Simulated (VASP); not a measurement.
AlInAsP3:

```xyz
6
Lattice="6.5943 0.0000 0.0000 -3.2972 5.7108 0.0000 0.0000 0.0000 3.6023" Properties=species:S:1:pos:R:3 pbc="T T T"
Al    0.0000    0.0000    0.0000
In    0.0000    3.8072    0.0000
P     4.8643    2.8084    1.8012
P     1.7300    2.8084    1.8012
P     3.2972    0.0940    1.8012
As    3.2972    1.9036    0.0000
```

The cell was generated, and may not be a known phase.

- Program: VASP 6.6.1
- Task: relaxation of cell and atoms
- Functional: PBE
- Potentials or basis: VASP PAW PBE potentials, release 64 (Al, In_d, P, As)
- Cutoff: 500 eV
- k mesh: 3 × 3 × 6
- Occupations: gaussian, width 0.1 eV
- Spin: no spin polarisation

At the start: pressure 0.1 GPa; volume 22.61 Å³/atom.

**Question.** Where does the relaxation end?

**Answer.** Over 9 steps the energy falls by 5.3 meV/atom and the volume is 22.88 Å³/atom (+1.2 %); space group P-6m2 (No. 187, to 0.1 Å) before and after.

The path:
| step | energy change (eV) | largest force (eV/Å) | pressure (GPa) | volume (Å³) |
| --- | --- | --- | --- | --- |
| 1 | 0.0000 | 0.0188 | 0.05 | 135.66 |
| 2 | -0.0166 | 0.0028 | 0.16 | 135.80 |
| 3 | -0.0111 | 0.1687 | 0.91 | 136.10 |
| 4 | -0.0288 | 0.0518 | 0.40 | 135.94 |
| 5 | -0.0293 | 0.0772 | 0.50 | 135.98 |
| 6 | -0.0294 | 0.0706 | 0.47 | 135.97 |
| 7 | -0.0315 | 0.0480 | -0.18 | 137.73 |
| 8 | -0.0317 | 0.0527 | -0.04 | 137.35 |
| 9 | -0.0321 | 0.0153 | -0.02 | 137.29 |

Final structure:
```
CELL_PARAMETERS angstrom
6.70953 0.00000 0.00000
-3.35476 5.81062 0.00000
0.00000 0.00000 3.52152
ATOMIC_POSITIONS crystal
Al 0.00000 0.00000 0.00000
In 0.33333 0.66667 0.00000
P 0.98280 0.49140 0.50000
P 0.50860 0.49140 0.50000
P 0.50860 0.01720 0.50000
As 0.66667 0.33333 0.00000
```

Caveat: the k points lie up to 0.36 Å⁻¹ apart in the final cell, too coarse for converged energies and pressures of a metal.
